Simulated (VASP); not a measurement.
Runs of VASP 6.6.1 on Ta. The structure is that of space group I4/mmm (No. 139), or close to it. The cells are those of the table. 

```csv
cell,gap on the mesh (eV),pressure (GPa)
"a = 2.933 Å, angles 111.5, 111.5, 105.5°, 1 atom",none,(a)
"a = 2.990 Å, angles 113.0, 113.0, 102.7°, 1 atom",none,-16.1
"a = 2.971 Å, angles 112.5, 112.5, 103.6°, 1 atom",none,-14.1
"a = 3.010 Å, angles 113.5, 113.5, 101.8°, 1 atom",none,-18.0
"a = 2.757 Å, angles 106.4, 106.4, 115.8°, 1 atom",none,35.3
"a = 2.725 Å, angles 105.4, 105.4, 118.0°, 1 atom",none,(b)
"a = 2.790 Å, angles 107.4, 107.4, 113.6°, 1 atom",none,22.4
```

Alike in all rows: task single point; level PBE; potentials or basis VASP PAW PBE potentials, release 64 (Ta_pv); no spin polarisation; k mesh 20 × 20 × 20; cutoff (eV) 520; smearing gaussian 0.15 eV.

Task: Fill in the values left out.

Result: (a) -9.6; (b) 51.9.

Caveats: spin-orbit coupling is left out, which moves the levels of the heavy elements; the cell stands under tension (at least some runs); the cell stands under pressure (at least some runs).

A k mesh can miss the band edges, and the runs leave out spin-orbit coupling on Ta.

A gap of «none» marks levels without a gap at the run's occupations.
